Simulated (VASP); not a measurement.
# Bi2Te3 in VASP: a series of runs

Runs on Bi2Te3. Level: PBE+D3(BJ). Tasks: single point.

Program: VASP 6.6.1. These are calculated values, not measurements. Logs are shortened: lines on timing, memory, paths and dates and some standing lists are left out, and cuts for length are marked.

## (1) The cell of the first run

The cell holds a slab with vacuum, 5 atoms: a = 4.567 Å, b = 4.405 Å, c = 41.030 Å, α = 90.00°, β = 90.00°, γ = 121.22°.

## (2) Single point, PBE+D3(BJ) (strain along x +0.050, then relaxed in part)

Input file INCAR:

```
SYSTEM = Bi2Te3
PREC = Accurate ; ENCUT = 520
EDIFF = 1E-6 ; ISMEAR = 0
SIGMA = 0.02 ; LREAL = .FALSE.
LASPH = .TRUE. ; NELM = 60
ALGO = Normal ; ISIF = 2
LWAVE = .FALSE. ; LCHARG = .FALSE.
LDIPOL = .TRUE. ; IDIPOL = 3
DIPOL = 0.5 0.5 0.500 ; GGA = PE
IVDW = 12 ; NBANDS = 32
```

Input file KPOINTS:

```
regular mesh
0
G
  6 6 1
  0 0 0
```

Input file POSCAR:

```
Bi2Te3
1.0
    4.5672253519      0.0000000000      0.0000000000
   -2.2836126759      3.7669839805      0.0000000000
    0.0000000000      0.0000000000     41.0301607706
Te Bi
3 2
Direct
   -0.0117123503     -0.0234247007      0.4100165562
    0.6666666667      0.3333333333      0.5000000000
    0.3450456837      0.6900913674      0.5899834438
    0.3269405078      0.6538810156      0.4512725239
    0.0063928255      0.0127856510      0.5487274761
```

Potentials or basis: VASP PAW PBE potentials, release 64 (Te, Bi_d).

Command:

```bash
$ cat potpaw_PBE.64/Te/POTCAR potpaw_PBE.64/Bi_d/POTCAR > POTCAR
$ mpirun -np 1 vasp_std > vasp.out
```

OUTCAR:

```text
SYSTEM = Bi2Te3
   PREC = Accurate
   ENCUT = 520
   EDIFF = 1E-6
   ISMEAR = 0
   LREAL = .FALSE.
   LASPH = .TRUE.
   NELM = 60
   ISIF = 2
   GGA = PE
   IVDW = 12
 IVDW          = 12

 ion  position               nearest neighbor table
   1  0.988  0.977  0.410-   4 3.06   4 3.09   4 3.09
   2  0.667  0.333  0.500-   4 3.25   5 3.25   5 3.27   4 3.27   4 3.27   5 3.27
   3  0.345  0.690  0.590-   5 3.06   5 3.09   5 3.09
   4  0.327  0.654  0.451-   1 3.06   1 3.09   1 3.09   2 3.25   2 3.27   2 3.27
   5  0.006  0.013  0.549-   3 3.06   3 3.09   3 3.09   2 3.25   2 3.27   2 3.27

  Warning from LATTYP: Monoclinic adjustment (A1->A3, A2->A1, A3->A2)!
  LATTYP: Found a base centered orthorhombic cell.
 ALAT       =     4.5672253519
 B/A-ratio  =     1.6495721977
 C/A-ratio  =     8.9836076850

  Lattice vectors:

 A1 = (   2.2836126759,  -3.7669839805,   0.0000000000)
 A2 = (   2.2836126760,   3.7669839805,   0.0000000000)
 A3 = (   0.0000000000,   0.0000000000,  41.0301607706)

Analysis of symmetry for initial positions (statically):
=====================================================================
 Subroutine PRICEL returns:
 Original cell was already a primitive cell.

 Routine SETGRP: Setting up the symmetry group for a
 base centered orthorhombic supercell.

 Subroutine GETGRP returns: Found  4 space group operations
 (whereof  2 operations were pure point group operations)
 out of a pool of  8 trial point group operations.

The static configuration has the point symmetry C_1h.
 The point group associated with its full space group is C_2h.

Analysis of symmetry for dynamics (positions and initial velocities):
=====================================================================
 Subroutine PRICEL returns:
 Original cell was already a primitive cell.

 Routine SETGRP: Setting up the symmetry group for a
 base centered orthorhombic supercell.

 Subroutine GETGRP returns: Found  4 space group operations
 (whereof  2 operations were pure point group operations)
 out of a pool of  8 trial point group operations.

The dynamic configuration has the point symmetry C_1h.
 The point group associated with its full space group is C_2h.

 Subroutine INISYM returns: Found  4 space group operations
 (whereof  2 operations are pure point group operations),
 and found     1 'primitive' translations

----------------------------------------------------------------------------------------

                                     Primitive cell

  volume of cell :     705.9102

  direct lattice vectors                    reciprocal lattice vectors
[... 91 lines left out ...]
   PSTRESS=    0.0 pullay stress
   NELECT =      48.0000    total number of electrons
   NUPDOWN=      -1.0000    fix difference up-down
   EMIN   =  10.00;   EMAX   =-10.00  energy-range for DOS
   EFERMI =   0.00;   METHOD = LEGACY
   ISMEAR =     0;   SIGMA  =   0.02  broadening in eV -4-tet -1-fermi 0-gaus
   EFERMI_NEDOS =   21; number of points for ismear=-14 and -15
   IALGO  =     38    algorithm
   IMIX   =      4    mixing-type and parameters
     AMIX     =   0.40;   BMIX     =  1.00
     AMIX_MAG =   1.60;   BMIX_MAG =  1.00
  volume/ion in A,a.u.               =     141.18       952.74
  Fermi-wavevector in a.u.,A,eV,Ry     =   0.668198  1.262712  6.074853  0.446489
  Thomas-Fermi vector in A             =   1.743037
   LORBIT       =      0    0 simple, 1 ext, 2 COOP (PROOUT), +10 PAW based schemes
   GGA     = PE    functional components
   LHFCALC =     F    Hartree Fock is set to
   AEXX    =    0.0000 exact exchange contribution
   IVDW    =    12    specifies the selected vdW correction
   LEPSILON=     F    determine dielectric tensor
   LRPA    =     F    only Hartree local field effects (RPA)
 non-spin polarized calculation
 Gauss-broadening in eV      SIGMA  =   0.02
  energy-cutoff  :      520.00
  volume of cell :      705.91
 maximum number of plane-waves:     19074
 NGX is ok and might be reduce to    36
   NGX = 17   NGY = 17   NGZ =153

 number of electron      47.9999996 magnetization

 dipolmoment           0.000000      0.000000     -0.000000 electrons x Angstroem

 Free energy of the ion-electron system (eV)
  ---------------------------------------------------
  ext. energy  EPLUGINS =         0.00000000
  ---------------------------------------------------
  free energy    TOTEN  =       -18.31313789 eV

  energy without entropy =      -18.31313789  energy(sigma->0) =      -18.31313789

 E-fermi :  -2.7199     XC(G=0):  -2.5908

 val. band max:       -2.8631793953   @ k =   0.0000   0.1667   0.0000
 cond. band min:      -2.0757729021   @ k =   0.0000   0.0000   0.0000
 fundamental gap:      0.7874064932
 Fermi energy:        -2.7198505567

 k-point     1 :       0.0000    0.0000    0.0000
  band No.  band energies     occupation
      1     -25.4695      2.00000
      2     -25.4679      2.00000
      3     -25.4639      2.00000
      4     -25.4636      2.00000
      5     -25.4613      2.00000
      6     -25.4609      2.00000
[... 444 lines left out ...]
     31       1.8002      0.00000
     32       3.1922      0.00000

------------------------ aborting loop because EDIFF is reached ----------------------------------------

 vacuum level on the upper side and lower side of the slab       (xc-potential included)        -0.126        -0.126

 Edisp (eV)   -1.72329

 E8    (eV) :    -0.8487

  FORCE on cell =-STRESS in cart. coord.  units (eV):
  Direction    XX          YY          ZZ          XY          YZ          ZX
  --------------------------------------------------------------------------------------
  -------------------------------------------------------------------------------------
  Total      -2.77143    -0.75819    -0.05912    -0.00000     0.05994     0.00000
  in kB      -6.29021    -1.72083    -0.13418    -0.00000     0.13605     0.00000
  external pressure =       -2.72 kB  Pullay stress =        0.00 kB

 VOLUME and BASIS-vectors are now :
 -----------------------------------------------------------------------------
  energy-cutoff  :      520.00
  volume of cell :      705.91
      direct lattice vectors                 reciprocal lattice vectors
     4.567225352  0.000000000  0.000000000     0.218951316  0.132732181  0.000000000
    -2.283612676  3.766983981  0.000000000     0.000000000  0.265464362  0.000000000
     0.000000000  0.000000000 41.030160771     0.000000000  0.000000000  0.024372315

 POSITION                                       TOTAL-FORCE (eV/Angst)
 -----------------------------------------------------------------------------------
      2.28361      3.67874     16.82305        -0.000000     -0.005729     -0.002509
      2.28361      1.25566     20.51508        -0.000000      0.000000      0.000000
      0.00000      2.59956     24.20712         0.000000      0.005729      0.002509
      0.00000      2.46316     18.51578        -0.000000     -0.003899      0.008368
      0.00000      0.04816     22.51438         0.000000      0.003899     -0.008368
 -----------------------------------------------------------------------------------
    total drift:                               -0.000000     -0.000000      0.000000

  FREE ENERGIE OF THE ION-ELECTRON SYSTEM (eV)
  ---------------------------------------------------
  free  energy   TOTEN  =       -20.0364288575 eV

  energy  without entropy=      -20.0364288575  energy(sigma->0) =      -20.03642886

 vacuum level on the upper side and lower side of the slab         2.537         2.537
```

OSZICAR:

```text
N       E                     dE             d eps       ncg     rms          rms(c)
DAV:   1     0.359028133165E+03    0.35903E+03   -0.18685E+04  1104   0.109E+03
DAV:   2     0.177725495448E+02   -0.34126E+03   -0.33370E+03  1144   0.259E+02
DAV:   3    -0.170856132017E+02   -0.34858E+02   -0.34438E+02  1040   0.949E+01
DAV:   4    -0.186152386009E+02   -0.15296E+01   -0.15260E+01  1056   0.219E+01
[... 13 lines left out ...]
DAV:  18    -0.183131166440E+02   -0.47607E-05   -0.15647E-07   720   0.228E-03    0.234E-03
DAV:  19    -0.183131318781E+02   -0.15234E-04   -0.16186E-06   720   0.383E-03    0.222E-03
DAV:  20    -0.183131352217E+02   -0.33436E-05   -0.17009E-07   696   0.193E-03    0.256E-03
DAV:  21    -0.183131370387E+02   -0.18170E-05   -0.68417E-08   624   0.114E-03    0.256E-03
DAV:  22    -0.183131378868E+02   -0.84809E-06   -0.34974E-08   704   0.831E-04
   1 F= -.20036429E+02 E0= -.20036429E+02  d E =-.310981E-25
```

stdout:

```text
POSCAR found type information on POSCAR TeBi
 POSCAR found :  2 types and       5 ions
 scaLAPACK will be used
 LDA part: xc-table for (Slater+PW92), standard interpolation
 POSCAR, INCAR and KPOINTS ok, starting setup
 FFT: planning ... GRIDC
 FFT: planning ... GRID_SOFT
 FFT: planning ... GRID
 WAVECAR not read
 entering main loop
```

Wall time 12 min (1 thread of Intel Xeon 6975P-C, shared host); peak memory 0.97 GiB.

Results:

```
Free energy                : -20.0364 eV
Largest force              : 0.009 eV/Å
Band gap on the k mesh     : 0.79 eV, indirect (least direct gap 1.02 eV)
Dispersion energy per atom : -0.345 eV
```

Forces in eV/Å, atoms in the order of the input:
```
Te   0.000 -0.006 -0.003
Te   0.000  0.000  0.000
Te   0.000  0.006  0.003
Bi   0.000 -0.004  0.008
Bi   0.000  0.004 -0.008
```

Caveat: the cell differs from its parent crystal (strain along x +0.050, then relaxed in part); spin-orbit coupling is left out, which moves the levels of the heavy elements.

## (3) Single point, PBE+D3(BJ) (strain along y +0.050, then relaxed in part)

Input file INCAR:

```
PREC = Accurate ; ENCUT = 520
EDIFF = 1E-6 ; ISMEAR = 0
SIGMA = 0.02 ; LREAL = False
LASPH = True ; NELM = 80
ALGO = Normal ; ISIF = 2
LWAVE = False ; LCHARG = False
LDIPOL = True ; IDIPOL = 3
DIPOL = 0.5 0.5 0.500 ; GGA = PE
IVDW = 12 ; NBANDS = 32
```

Input file KPOINTS:

```
Automatic mesh
0
Gamma
  6 6 1
```

Input file POSCAR:

```
Bi2Te3
1.0
    4.3497384303      0.0000000000      0.0000000000
   -2.1748692152      3.9553331795      0.0000000000
    0.0000000000      0.0000000000     41.0301607706
Te Bi
3 2
Direct
    0.0104528817      0.0209057634      0.4100250228
    0.6666666667      0.3333333333      0.5000000000
    0.3228804516      0.6457609033      0.5899749772
    0.3391680667      0.6783361333      0.4512770523
   -0.0058347333     -0.0116694667      0.5487229477
```

Potentials or basis: VASP PAW PBE potentials, release 64 (Te, Bi_d).

Command:

```bash
$ cat potpaw_PBE.64/Te/POTCAR potpaw_PBE.64/Bi_d/POTCAR > POTCAR
$ mpirun -np 1 vasp_std > vasp.out
```

It took 6.1 min on 1 thread of Intel Xeon Platinum 8375C at 2.90GHz (Ice Lake), shared host; peak memory 0.9 GiB.

The run converged. Its results:

```yaml
Free_energy: -20.0348 eV
Largest_force: 0.011 eV/Å
Band_gap_on_the_k_mesh: 0.79 eV, indirect (least direct gap 1.04 eV)
Dispersion_energy_per_atom: -0.345 eV
```

Forces on the atoms (eV/Å):
```
Te   0.000  0.009 -0.003
Te   0.000  0.000  0.000
Te   0.000 -0.009  0.003
Bi   0.000  0.005  0.010
Bi   0.000 -0.005 -0.010
```

Levels at points of the mesh, in eV from the valence-band top:
| k point | band 20 | band 21 | band 22 | band 23 | band 24 | band 25 | band 26 | band 27 | band 28 | band 29 |
| --- | --- | --- | --- | --- | --- | --- | --- | --- | --- | --- |
| (0.00, 0.00, 0.00) | -0.74 | -0.67 | -0.57 | -0.36 | -0.24 | 0.79 | 1.55 | 1.63 | 2.18 | 2.60 |
| (0.50, 0.00, 0.00) | -2.02 | -1.58 | -0.88 | -0.64 | -0.51 | 1.42 | 2.26 | 2.49 | 3.25 | 3.88 |
| (0.00, 0.50, 0.00) | -1.67 | -1.59 | -0.76 | -0.43 | -0.28 | 1.80 | 2.49 | 2.56 | 3.59 | 3.97 |

Caveat: the cell differs from its parent crystal (strain along y +0.050, then relaxed in part); spin-orbit coupling is left out, which moves the levels of the heavy elements.
